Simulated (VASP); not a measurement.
Wanted: the native input for a VASP 6.6.1 run.

* Task: relaxation of cell and atoms
* Functional: PBE
* Potentials or basis: VASP PAW PBE potentials, release 64 (B, N, Cl)
* Cutoff: 600 eV
* k mesh: 6 × 6 × 6
* Occupations: gaussian, width 0.1 eV
* Spin: collinear spin, ferromagnetic start
* Starting moments: [0.0, 0.0, 0.0, 1.0, 1.0, 0.0] μB
* Dipole correction: no
* Further INCAR settings: ALGO = Normal; EDIFF = 1e-06; IBRION = 2; EDIFFG = -0.04; NSW = 90; ISIF = 3

The structure of B3N2Cl lies in POSCAR:

```
B3N2Cl
1.0
    5.1175501600      0.0000000000      0.0000000000
   -2.5587750800      4.4319284500      0.0000000000
    0.0000000000      0.0000000000      3.5262409300
B N Cl
3 2 1
Direct
    0.3333333300      0.6666666700      0.0000000000
    0.6666666700      0.3333333300      0.0000000000
    0.0000000000      0.0000000000      0.0000000000
    0.3333333300      0.6666666700      0.5000000000
    0.6666666700      0.3333333300      0.5000000000
    0.0000000000      0.0000000000      0.5000000000
```

The cell was generated, and may not be a known phase.

These files were run (other wordings do the same):

INCAR

```
SYSTEM = B3N2Cl
PREC = Accurate
ENCUT = 600
EDIFF = 1E-6
ISMEAR = 0
SIGMA = 0.1
LREAL = .False.
LASPH = .True.
NELM = 150
ALGO = Normal
ISIF = 3
LWAVE = .False.
LCHARG = .False.
ISPIN = 2
MAGMOM = 0 0 0 1 1 0
LORBIT = 11
GGA = PE
IBRION = 2
NSW = 90
EDIFFG = -0.04
```

KPOINTS

```
regular mesh
0
Gamma
  6 6 6
  0 0 0
```

Potentials or basis: VASP PAW PBE potentials, release 64 (B, N, Cl).

Launch:

```bash
$ cat potpaw_PBE.64/B/POTCAR potpaw_PBE.64/N/POTCAR potpaw_PBE.64/Cl/POTCAR > POTCAR
$ mpirun -np 1 vasp_std > vasp.out
```

It gave:

```yaml
Relaxed_volume: 15.01 Å³/atom
Relaxed_cell: a = 6.017 Å, b = 6.017 Å, c = 2.872 Å, α = 90.00°, β = 90.00°, γ = 120.00°
Space_group_after_relaxing_to_0.1_Å: P6/mmm (No. 191)
Pressure_after_relaxing: 0.0 GPa
Band_gap_on_the_k_mesh: zero (filled and empty bands overlap)
Net_moment: 0.00 μB per cell
Valence_electrons_inside_the_program's_atomic_spheres: B 1.82, 2.63 (each value once); N 3.77; Cl 5.42
```

Caveat: a cell axis changed by over 15 % at a fixed basis, so the end point is rough.

Run time: 21 min on 1 thread of Intel Xeon 8259CL (shared host), peak memory 0.3 GiB.
